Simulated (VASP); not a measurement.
## Sc: single point with r2SCAN

Crystal: Sc.

```
CELL_PARAMETERS angstrom
2.01157 1.16138 3.73021
-2.01157 1.16138 3.73021
0.00000 -2.32276 3.73021
ATOMIC_POSITIONS crystal
Sc 0.22754 0.22754 0.22754
Sc 0.77246 0.77246 0.77246
```

```json
{"Program": "VASP 6.6.1", "Task": "single point", "Functional": "r2SCAN", "Potentials or basis": "VASP PAW PBE potentials, release 64 (Sc_sv)", "Cutoff": "520 eV", "k mesh": "6 × 6 × 6", "Occupations": "gaussian, width 0.1 eV", "Spin": "no spin polarisation"}
```

```yaml
Pressure: -0.8 GPa
Largest_force: 2.238 eV/Å
Band_gap_on_the_k_mesh: zero (band 11 reaches 4.02 eV, above the bottom of band 12 at 3.08 eV)
```

Forces on the atoms (eV/Å):
```
Sc   0.000  0.000  2.238
Sc   0.000  0.000 -2.238
```

Stress tensor (GPa, compression positive):
```
 0.32  0.00  0.00
 0.00  0.32  0.00
 0.00  0.00 -2.99
```

Levels at points of the mesh, in eV from the Fermi level:
```csv
k point,band 8,band 9,band 10,band 11,band 12,band 13,band 14,band 15
"(0.00, 0.00, 0.00)",-29.35,-5.33,-0.80,-0.47,-0.47,-0.34,-0.34,2.66
"(0.50, 0.00, 0.00)",-29.34,-2.13,-2.07,0.20,0.50,0.95,0.95,1.18
"(0.50, 0.50, 0.00)",-29.24,-1.98,-1.60,-0.82,0.29,0.56,2.01,2.18
"(0.50, 0.50, 0.50)",-29.40,-2.65,-2.47,0.46,0.46,0.47,0.47,1.52
```

It took 2.9 min on 1 thread of Intel(R) Xeon(R) Platinum 8259CL CPU @ 2.50GHz (Skylake/Cascade Lake), with other jobs on the host, peak memory 0.21 GiB.

Caveat: the PAW data sets were made with another functional, which shifts forces and pressure a little.
